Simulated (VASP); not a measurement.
Wanted: the native input for a VASP 6.6.1 run.

```
Task                   : relaxation of cell and atoms
Functional             : PBE
Potentials or basis    : VASP PAW PBE potentials, release 64 (W_sv, Se)
Cutoff                 : 600 eV
k mesh                 : 18 × 18 × 18
Occupations            : gaussian, width 0.1 eV
Spin                   : no spin polarisation
Dipole correction      : no
Further INCAR settings : ALGO = Normal; EDIFF = 1e-06; IBRION = 2; EDIFFG = -0.01; NSW = 100; ISIF = 3
```

The structure of WSe lies in POSCAR:

```
WSe
1.0
    0.0000000000      2.6207073470      2.6207073470
    2.6207073470      0.0000000000      2.6207073470
    2.6207073470      2.6207073470      0.0000000000
W Se
1 1
Direct
    0.0000000000      0.0000000000      0.0000000000
    0.5000000000      0.5000000000      0.5000000000
```

One way to write it, as run:

INCAR

```
SYSTEM = WSe
PREC = Accurate
ENCUT = 600
EDIFF = 1E-6
ISMEAR = 0
SIGMA = 0.1
LREAL = .FALSE.
LASPH = .TRUE.
NELM = 100
ALGO = Normal
ISIF = 3
LWAVE = .FALSE.
LCHARG = .FALSE.
GGA = PE
IBRION = 2
NSW = 100
EDIFFG = -0.01
```

KPOINTS

```
regular mesh
0
G
  18 18 18
  0 0 0
```

Potentials or basis: VASP PAW PBE potentials, release 64 (W_sv, Se).

Launch:

```sh
$ cat potpaw_PBE.64/W_sv/POTCAR potpaw_PBE.64/Se/POTCAR > POTCAR
$ mpirun -np 1 vasp_std > vasp.out
```

It gave:

* Relaxed volume: 17.93 Å³/atom
* Relaxed cell: a = 3.701 Å, b = 3.701 Å, c = 3.701 Å, α = 60.00°, β = 60.00°, γ = 60.00°
* Space group after relaxing (to 0.1 Å): Fm-3m (No. 225)
* Energy gained by relaxing: 0.1 meV/atom
* Ionic steps: 3
* Pressure after relaxing: 0.0 GPa
* Band gap on the k mesh: zero (bands 10 and 11 overlap by 2.60 eV)

Caveat: spin-orbit coupling is left out, which moves the levels of the heavy elements.

It took 6.7 min on 1 thread of Intel Xeon 8259CL, with other jobs on the host, peak memory 0.28 GiB.
